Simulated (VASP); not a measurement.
# CuI (F-43m) in VASP: a series of runs, part 2 of 2

VASP 6.6.1. The steps go on from the part before.

## (3) Vibrations by perturbation theory, PBEsol

This run uses another cell than the first one, of 22.77 Å³/atom.

Contents of INCAR:

```
  ALGO = Normal
  EDIFF = 1E-8
  ENCUT = 520
  GGA = PS
  IBRION = 8
  ISIF = 2
  ISMEAR = 0
  LASPH = True
  LCHARG = False
  LREAL = False
  LWAVE = False
  NBANDS = 16
  NELM = 100
  NSW = 1
  PREC = Accurate
  SIGMA = 0.01
```

Contents of KPOINTS:

```
k-points
0
Gamma
  6 6 6
```

Contents of POSCAR:

```
CuI
1.0
    2.8342261866      2.8342261866      0.0000000000
   -2.8342261866      2.8342261866      0.0000000000
    0.0000000000      2.8342261866      2.8342261866
Cu I
1 1
Direct
    0.7500000000      0.2500000000      0.5000000000
    0.0000000000      0.0000000000      0.0000000000
```

Potentials or basis: VASP PAW PBE potentials, release 64 (Cu, I).

On the command line:

```console
> cat potpaw_PBE.64/Cu/POTCAR potpaw_PBE.64/I/POTCAR > POTCAR
> mpirun -np 1 vasp_std > vasp.out
```

OUTCAR:

```text
EDIFF = 1E-8
   ENCUT = 520
   GGA = PS
   IBRION = 8
   ISIF = 2
   ISMEAR = 0
   LASPH = True
   LREAL = False
   NELM = 100
   NSW = 1
   PREC = Accurate

 ion  position               nearest neighbor table
   1  0.750  0.250  0.500-   2 2.45   2 2.45   2 2.45   2 2.45
   2  0.000  0.000  0.000-   1 2.45   1 2.45   1 2.45   1 2.45

  LATTYP: Found a face centered cubic cell.
 ALAT       =     5.6684523732

  Lattice vectors:

 A1 = (   0.0000000000,   2.8342261866,   2.8342261866)
 A2 = (   2.8342261866,   0.0000000000,   2.8342261866)
 A3 = (   2.8342261866,   2.8342261866,   0.0000000000)

Analysis of symmetry for initial positions (statically):
=====================================================================
 Subroutine PRICEL returns:
 Original cell was already a primitive cell.

 Routine SETGRP: Setting up the symmetry group for a
 face centered cubic supercell.

 Subroutine GETGRP returns: Found 24 space group operations
 (whereof 24 operations were pure point group operations)
 out of a pool of 48 trial point group operations.

The static configuration has the point symmetry T_d .

Analysis of symmetry for dynamics (positions and initial velocities):
=====================================================================
 Subroutine PRICEL returns:
 Original cell was already a primitive cell.

 Routine SETGRP: Setting up the symmetry group for a
 face centered cubic supercell.

 Subroutine GETGRP returns: Found 24 space group operations
 (whereof 24 operations were pure point group operations)
 out of a pool of 48 trial point group operations.

The dynamic configuration has the point symmetry T_d .

 Subroutine INISYM returns: Found 24 space group operations
 (whereof 24 operations are pure point group operations),
 and found     1 'primitive' translations

----------------------------------------------------------------------------------------

                                     Primitive cell

  volume of cell :      45.5338

  direct lattice vectors                    reciprocal lattice vectors
     2.834226187  2.834226187  0.000000000     0.176414996  0.176414996 -0.176414996
    -2.834226187  2.834226187  0.000000000    -0.176414996  0.176414996 -0.176414996
     0.000000000  2.834226187  2.834226187     0.000000000  0.000000000  0.352829991

  length of vectors
     4.008201112  4.008201112  4.008201112     0.305559735  0.305559735  0.352829991

  position of ions in fractional coordinates (direct lattice)
     0.750000000  0.250000000  0.500000000
     0.000000000  0.000000000  0.000000000

  ion indices of the primitive-cell ions
   primitive index   ion index
                 1           1
[... 114 lines left out ...]

 E-fermi :   6.8426     XC(G=0): -10.0939

 val. band max:        6.7322328927   @ k =   0.0000   0.0000   0.0000
 cond. band min:       8.3754532984   @ k =   0.0000   0.0000   0.0000
 fundamental gap:      1.6432204058
 Fermi energy:         6.8426375609

 k-point     1 :       0.0000    0.0000    0.0000
  band No.  band energies     occupation
      1      -8.5482      2.00000
      2       2.0060      2.00000
      3       2.0060      2.00000
      4       2.0060      2.00000
      5       3.8460      2.00000
      6       3.8460      2.00000
[... 283 lines left out ...]
      5       3.7155      2.00000
      6       3.7893      2.00000
[... 8 lines left out ...]
     15      19.1391      0.00000
     16      19.6271      0.00000

------------------------ aborting loop because EDIFF is reached ----------------------------------------

  FORCE on cell =-STRESS in cart. coord.  units (eV):
  Direction    XX          YY          ZZ          XY          YZ          ZX
  --------------------------------------------------------------------------------------
  -------------------------------------------------------------------------------------
  Total        2.8811272      2.8811272      2.8811272      0.0000000      0.0000000      0.0000000
  in kB      101.3770159    101.3770159    101.3770159      0.0000000      0.0000000      0.0000000
  external PRESSURE =     101.3770159 kB  Pullay stress =       0.0000000 kB

 VOLUME and BASIS-vectors are now :
 -----------------------------------------------------------------------------
  energy-cutoff  :      520.00
  volume of cell :       45.53
      direct lattice vectors                 reciprocal lattice vectors
     2.834226187  2.834226187  0.000000000     0.176414996  0.176414996 -0.176414996
    -2.834226187  2.834226187  0.000000000    -0.176414996  0.176414996 -0.176414996
     0.000000000  2.834226187  2.834226187     0.000000000  0.000000000  0.352829991

 POSITION                                       TOTAL-FORCE (eV/Angst)
 -----------------------------------------------------------------------------------
      1.41711      4.25134      1.41711        -0.000000     -0.000000      0.000000
      0.00000      0.00000      0.00000         0.000000      0.000000      0.000000
 -----------------------------------------------------------------------------------
    total drift:                               -0.000001      0.000000      0.000000

  FREE ENERGIE OF THE ION-ELECTRON SYSTEM (eV)
  ---------------------------------------------------
  free  energy   TOTEN  =        -6.1251845063 eV

  energy  without entropy=       -6.1251845063  energy(sigma->0) =       -6.12518451

[... ionic steps 2 to 3 ...]

--------------------------------------- Ionic step        4  -------------------------------------------

------------------------ aborting loop because EDIFF is reached ----------------------------------------

[... ionic steps 5 to 6 ...]

--------------------------------------- Ionic step        7  -------------------------------------------

 Free energy of the ion-electron system (eV)
  ---------------------------------------------------
  ---------------------------------------------------
  free energy    TOTEN  =        -0.07571903 eV

  energy without entropy =       -0.07571903

------------------------ aborting loop because EDIFF is reached ----------------------------------------

 INTERNAL STRAIN TENSOR  FOR ION    2  DIRECTION 1   (eV/Angst):
 -----------------------------------------------------------------------------
     0.05515  0.00000  0.00000
     0.00000 -0.06032 -9.90849
     0.00000 -9.90849 -0.06032

 INTERNAL STRAIN TENSOR FOR ION    2 for displacements in x,y,z  (eV/Angst):
          X           Y           Z          XY          YZ          ZX
  --------------------------------------------------------------------------------
  x     0.00000    -0.00000    -0.00000     0.00000    -9.90849     0.00000
  y    -0.00000     0.00000    -0.00000     0.00000     0.00000    -9.90849
  z    -0.00000    -0.00000     0.00000    -9.90849     0.00000     0.00000

 SECOND DERIVATIVES (NOT SYMMETRIZED)
 ------------------------------------
               1X          1Y          1Z          2X          2Y          2Z
  1X    -6.395431   -0.000000    0.000000    6.395431    0.000000   -0.000000
  1Y     0.000000   -6.395431   -0.000000   -0.000000    6.395431    0.000000
  1Z     0.000000   -0.000000   -6.395431   -0.000000    0.000000    6.395431
  2X     6.365305   -0.000000    0.000000   -6.365305    0.000000   -0.000000
  2Y     0.000000    6.365305   -0.000000   -0.000000   -6.365305    0.000000
  2Z     0.000000   -0.000000    6.365305   -0.000000    0.000000   -6.365305

 Eigenvectors and eigenvalues of the dynamical matrix
 ----------------------------------------------------

   1 f  =    6.070900 THz    38.144587 2PiTHz  202.503412 cm-1    25.107212 meV
             X         Y         Z           dx          dy          dz
      1.417113  4.251339  1.417113     0.816937    0.000000   -0.000000
      0.000000  0.000000  0.000000    -0.576727   -0.000000    0.000000
[... 21 lines left out ...]
   6 f/i=    0.006753 THz     0.042428 2PiTHz    0.225245 cm-1     0.027927 meV
             X         Y         Z           dx          dy          dz
      1.417113  4.251339  1.417113     0.165766   -0.450219   -0.320060
      0.000000  0.000000  0.000000     0.234809   -0.637737   -0.453367

--------------------------------------------------------------------------------------------------------

 ELASTIC MODULI CONTR FROM IONIC RELAXATION (kBar)
 Direction    XX          YY          ZZ          XY          YZ          ZX
 --------------------------------------------------------------------------------
 XX          -0.0000      0.0000      0.0000     -0.0000      0.0000     -0.0000
 YY           0.0000     -0.0000      0.0000     -0.0000     -0.0000      0.0000
 ZZ           0.0000      0.0000     -0.0000      0.0000     -0.0000     -0.0000
 XY          -0.0000     -0.0000      0.0000   -556.8571      0.0000     -0.0000
 YZ           0.0000     -0.0000     -0.0000      0.0000   -556.8571     -0.0000
 ZX          -0.0000      0.0000     -0.0000     -0.0000     -0.0000   -556.8571
 --------------------------------------------------------------------------------
```

OSZICAR:

```text
N       E                     dE             d eps       ncg     rms          rms(c)
DAV:   1     0.965745830121E+02    0.96575E+02   -0.77566E+03   512   0.128E+03
DAV:   2    -0.588880116054E+00   -0.97163E+02   -0.89560E+02   536   0.244E+02
[... 53 lines left out ...]
RMM:  10    -0.757201103495E-01   -0.22767E-06   -0.98556E-09  2684   0.361E-04    0.263E-04
RMM:  11    -0.757193667715E-01    0.74358E-06   -0.19244E-08  2665   0.163E-04    0.127E-04
RMM:  12    -0.757191721663E-01    0.19461E-06    0.63407E-10  2745   0.554E-05    0.624E-05
RMM:  13    -0.757190473595E-01    0.12481E-06    0.23315E-08  2553   0.344E-05    0.910E-06
RMM:  14    -0.757190172864E-01    0.30073E-07   -0.72371E-09  2818   0.144E-05    0.731E-06
RMM:  15    -0.757190329298E-01   -0.15643E-07   -0.47942E-09  2652   0.516E-06    0.180E-06
RMM:  16    -0.757190263903E-01    0.65395E-08   -0.15463E-09  2531   0.274E-06    0.420E-07
 Linear response finished
```

Wall time 5.3 min (1 thread of Intel Xeon 8259CL, shared host); peak memory 0.25 GiB.

What came out:

```yaml
Highest_phonon_frequency_at_Γ_LO-TO_splitting_left_out: 203 cm⁻¹
```

Phonon frequencies in cm⁻¹ (negative: imaginary):
| q point | frequencies |
| --- | --- |
| (0.000, 0.000, 0.000) | 0 0 0 203 203 203 |

Caveat: the cell stands under pressure or tension, which shifts response properties; the PAW data sets were made with another functional, which shifts forces and pressure a little; spin-orbit coupling is left out, which moves the levels of the heavy elements.
